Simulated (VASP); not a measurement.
Input of a VASP 6.6.1 run:

Contents of INCAR:

```
SYSTEM = GeMo2
ALGO = Fast ; EDIFF = 1E-6
EDIFFG = -0.04 ; ENCUT = 600
GGA = PE ; IBRION = 2
ISIF = 3 ; ISMEAR = 0
LASPH = .TRUE. ; LCHARG = .FALSE.
LREAL = .FALSE. ; LWAVE = .FALSE.
NELM = 100 ; NSW = 90
PREC = Accurate ; SIGMA = 0.1
```

The input KPOINTS:

```
k-points
0
G
  6 6 6
  0 0 0
```

POSCAR

```
GeMo2
1.0
    4.3440155099      0.0000000000      0.0000000000
   -2.1720077550      3.7620277860      0.0000000000
    0.0000000000      0.0000000000      3.0484750467
Ge Mo
1 2
Direct
    0.0000000000      0.0000000000      0.0000000000
    0.3333333333      0.6666666667      0.5000000000
    0.6666666667      0.3333333333      0.5000000000
```

Potentials or basis: VASP PAW PBE potentials, release 64 (Ge_d, Mo_sv).

The run is started by

```bash
$ cat potpaw_PBE.64/Ge_d/POTCAR potpaw_PBE.64/Mo_sv/POTCAR > POTCAR
$ mpirun -np 1 vasp_std > vasp.out
```

Task: Estimate the relaxed volume.

Result: 16.00 Å³/atom.

Task: Predict the space group after relaxing (to 0.1 Å).

Result: P6/mmm (No. 191).

Step by step:
| step | energy change (eV) | largest force (eV/Å) | pressure (GPa) | volume (Å³) |
| --- | --- | --- | --- | --- |
| 1 | 0.0000 | 0.0000 | -1.12 | 49.82 |
| 2 | -0.0984 | 0.0000 | -0.30 | 48.93 |
| 3 | -0.1135 | 0.0000 | 0.27 | 48.53 |
| 4 | -0.1204 | 0.0000 | 2.16 | 47.67 |
| 5 | -0.1090 | 0.0000 | -4.76 | 49.41 |
| 6 | -0.1247 | 0.0000 | -0.30 | 48.25 |
| 7 | -0.1247 | 0.0000 | -0.20 | 48.23 |
| 8 | -0.1261 | 0.0000 | -0.27 | 48.21 |
| 9 | -0.1359 | 0.0000 | -0.36 | 48.13 |
| 10 | -0.1437 | 0.0000 | 0.09 | 47.94 |
| 11 | -0.1450 | 0.0000 | -0.28 | 48.01 |
| 12 | -0.1452 | 0.0000 | -0.21 | 47.99 |
